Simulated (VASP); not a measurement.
# Cr (Im-3m) in VASP: further runs, part 2 of 2

VASP 6.6.1. Earlier steps stand in the parts before.

## 3. Single point, PBE, collinear spin, ferromagnetic start

INCAR

```
PREC     = Accurate       # precision mode
ENCUT    = 520            # plane-wave cutoff, eV
EDIFF    = 1E-6           # SCF threshold, eV
ISMEAR   = -1             # smearing method
SIGMA    = 0.05           # smearing width, eV
LREAL    = False          # projectors in reciprocal space
LASPH    = True           # aspherical terms in the spheres
NELM     = 150            # most SCF steps
ALGO     = Normal         # electronic algorithm
ISIF     = 2              # what is computed and relaxed
LWAVE    = False          # write WAVECAR
LCHARG   = False          # write CHGCAR
ISPIN    = 2              # spin polarisation
MAGMOM   = 3 3            # initial moments
LORBIT   = 11             # projections on sites
LMAXMIX  = 4              # l up to which the mixer works
GGA      = PE             # functional
NBANDS   = 23             # bands
```

KPOINTS

```
Automatic mesh
0
Gamma
  11 11 11
```

POSCAR

```
Cr
1.0
    2.9688993551      0.0000000000      0.0000000000
    0.0000000000      2.9688993551      0.0000000000
    0.0000000000      0.0000000000      2.9688993551
Cr
2
Direct
    0.0000000000      0.0000000000      0.0000000000
    0.5000000000      0.5000000000      0.5000000000
```

Potentials or basis: VASP PAW PBE potentials, release 64 (Cr_pv).

Launch:

```console
$ cat potpaw_PBE.64/Cr_pv/POTCAR > POTCAR
$ mpirun -np 1 vasp_std > vasp.out
```

OUTCAR:

```text
PREC = Accurate
   ENCUT = 520
   EDIFF = 1E-6
   ISMEAR = -1
   LREAL = False
   LASPH = True
   NELM = 150
   ISIF = 2
   ISPIN = 2
   LORBIT = 11
   GGA = PE

 ion  position               nearest neighbor table
   1  0.000  0.000  0.000-   2 2.57   2 2.57   2 2.57   2 2.57   2 2.57   2 2.57   2 2.57   2 2.57

   2  0.500  0.500  0.500-   1 2.57   1 2.57   1 2.57   1 2.57   1 2.57   1 2.57   1 2.57   1 2.57

  LATTYP: Found a simple cubic cell.
 ALAT       =     2.9688993551

  Lattice vectors:

 A1 = (   2.9688993551,   0.0000000000,   0.0000000000)
 A2 = (   0.0000000000,   2.9688993551,   0.0000000000)
 A3 = (   0.0000000000,   0.0000000000,   2.9688993551)

Analysis of symmetry for initial positions (statically):
=====================================================================
 Subroutine PRICEL returns following result:

  LATTYP: Found a body centered cubic cell.
 ALAT       =     2.9688993551
[... 854 lines left out ...]
      4     -33.5819      1.00000
      5     -33.5819      1.00000
      6     -33.5819      1.00000
[... 613 lines left out ...]
     22      20.7897      0.00000
     23      26.4861      0.00000

 [... further k-points ...]

------------------------ aborting loop because EDIFF is reached ----------------------------------------

  FORCE on cell =-STRESS in cart. coord.  units (eV):
  Direction    XX          YY          ZZ          XY          YZ          ZX
  --------------------------------------------------------------------------------------
  -------------------------------------------------------------------------------------
  Total       -4.0789928     -4.0789928     -4.0789928      0.0000000      0.0000000     -0.0000000
  in kB     -249.7336669   -249.7336669   -249.7336669      0.0000000      0.0000000     -0.0000000
  external PRESSURE =    -249.7336669 kB  Pullay stress =       0.0000000 kB

 VOLUME and BASIS-vectors are now :
 -----------------------------------------------------------------------------
  energy-cutoff  :      520.00
  volume of cell :       26.17
      direct lattice vectors                 reciprocal lattice vectors
     2.968899355  0.000000000  0.000000000     0.336825160  0.000000000  0.000000000
     0.000000000  2.968899355  0.000000000     0.000000000  0.336825160  0.000000000
     0.000000000  0.000000000  2.968899355     0.000000000  0.000000000  0.336825160

 POSITION                                       TOTAL-FORCE (eV/Angst)
 -----------------------------------------------------------------------------------
      0.00000      0.00000      0.00000        -0.000000     -0.000000     -0.000000
      1.48445      1.48445      1.48445         0.000000      0.000000      0.000000
 -----------------------------------------------------------------------------------
    total drift:                                0.000000      0.000000     -0.000000

  FREE ENERGIE OF THE ION-ELECTRON SYSTEM (eV)
  ---------------------------------------------------
  free  energy   TOTEN  =       -18.7685919508 eV

  energy  without entropy=      -18.7545897239  energy(sigma->0) =      -18.76159084

 total charge

# of ion       s       p       d       tot
------------------------------------------
    1        0.397   6.330   4.087  10.814
    2        0.397   6.330   4.087  10.814
--------------------------------------------------
tot          0.794  12.660   8.174  21.628

 magnetization (x)

# of ion       s       p       d       tot
------------------------------------------
    1       -0.000  -0.000  -0.000  -0.000
    2       -0.000  -0.000  -0.000  -0.000
--------------------------------------------------
tot         -0.000  -0.000  -0.000  -0.000
```

Run time: 62 s. Hardware: 1 thread of Intel Xeon 8259CL, shared host; peak memory 0.18 GiB.

What came out:

| Item | Value |
| --- | --- |
| Free energy | -18.7686 eV |
| Pressure | -25.0 GPa |
| Band gap on the k mesh | zero (filled and empty bands overlap) |
| Net moment | 0.00 μB per cell |
| Valence electrons inside the program's atomic spheres | Cr 10.81 |

Caveat: the cell stands under tension; an empty level that is flat over the whole mesh can mark a ghost state of the potentials, or a narrow d or f band.

## 4. Single point, PBE, collinear spin, antiferromagnetic start

INCAR

```
SYSTEM = Cr
ALGO = Normal ; EDIFF = 1E-6
ENCUT = 520 ; GGA = PE
ISIF = 2 ; ISMEAR = -1
ISPIN = 2 ; LASPH = .True.
LCHARG = .True. ; LELF = .True.
LMAXMIX = 4 ; LORBIT = 11
LREAL = .False. ; LVHAR = .True.
LWAVE = .False. ; MAGMOM = 3 -3
NBANDS = 23 ; NELM = 150
PREC = Accurate ; SIGMA = 0.05
```

KPOINTS

```
k-points
0
Gamma
  11 11 11
  0 0 0
```

POSCAR is that of step 3.

Launch:

```console
$ cat potpaw_PBE.64/Cr_pv/POTCAR > POTCAR
$ mpirun -np 1 vasp_std > vasp.out
```

Run time: 69 s. Hardware: 1 thread of Intel Xeon 8259CL, shared host; peak memory 0.18 GiB.

It converged, with:

```
Free energy                                           : -18.9394 eV
Pressure                                              : -13.4 GPa
Band gap on the k mesh                                : zero (filled and empty bands overlap)
Net moment                                            : 0.00 μB per cell
Site moments                                          : Cr +1.80, -1.80 μB
Valence electrons inside the program's atomic spheres : Cr 10.82
```

Levels at points of the mesh, in eV from the Fermi level:
Spin up:
```
           k point  band 8  band 9  band 10  band 11  band 12  band 13  band 14  band 15  band 16  band 17
(0.00, 0.00, 0.00)   -3.62   -3.62    -0.87    -0.87    -0.87     1.23     1.23     2.52     2.52     2.52
```
Spin down:
```csv
k point,band 9,band 10,band 11,band 12,band 13,band 14,band 15,band 16
"(0.00, 0.00, 0.00)",-3.62,-0.87,-0.87,-0.87,1.23,1.23,2.52,2.52
```

Caveat: the cell stands under tension; an empty level that is flat over the whole mesh can mark a ghost state of the potentials, or a narrow d or f band.

## 5. Single point, PBE, collinear spin, antiferromagnetic start

INCAR

```
PREC     = Accurate       # precision mode
ENCUT    = 520            # plane-wave cutoff, eV
EDIFF    = 1E-6           # SCF threshold, eV
ISMEAR   = -1             # smearing method
SIGMA    = 0.05           # smearing width, eV
LREAL    = False          # projectors in reciprocal space
LASPH    = True           # aspherical terms in the spheres
NELM     = 150            # most SCF steps
ALGO     = Normal         # electronic algorithm
ISIF     = 2              # what is computed and relaxed
LWAVE    = False          # write WAVECAR
LCHARG   = False          # write CHGCAR
ISPIN    = 2              # spin polarisation
MAGMOM   = 3 -3           # initial moments
LORBIT   = 11             # projections on sites
LMAXMIX  = 4              # l up to which the mixer works
GGA      = PE             # functional
NBANDS   = 23             # bands
```

KPOINTS

```
regular mesh
0
Gamma
  11 11 11
```

POSCAR is that of step 4.

Launch:

```console
$ cat potpaw_PBE.64/Cr_pv/POTCAR > POTCAR
$ mpirun -np 1 vasp_std > vasp.out
```

Wall time 70 s (1 thread of Intel Xeon 8259CL, shared host); peak memory 0.17 GiB.

The run converged. Its results:

```yaml
Free_energy: -18.9394 eV
Pressure: -13.4 GPa
Band_gap_on_the_k_mesh: zero (filled and empty bands overlap)
Net_moment: 0.00 μB per cell
Site_moments: Cr +1.80, -1.80 μB
Valence_electrons_inside_the_program's_atomic_spheres: Cr 10.82
```

Levels at points of the mesh, in eV from the Fermi level:
Spin up:
| k point | band 8 | band 9 | band 10 | band 11 | band 12 | band 13 | band 14 | band 15 | band 16 | band 17 |
| --- | --- | --- | --- | --- | --- | --- | --- | --- | --- | --- |
| (0.00, 0.00, 0.00) | -3.62 | -3.62 | -0.87 | -0.87 | -0.87 | 1.23 | 1.23 | 2.52 | 2.52 | 2.52 |
Spin down:
```tsv
k point	band 10	band 11	band 12	band 13	band 14	band 15
(0.00, 0.00, 0.00)	-0.87	-0.87	-0.87	1.23	1.23	2.52
```

Caveat: the cell stands under tension; an empty level that is flat over the whole mesh can mark a ghost state of the potentials, or a narrow d or f band.
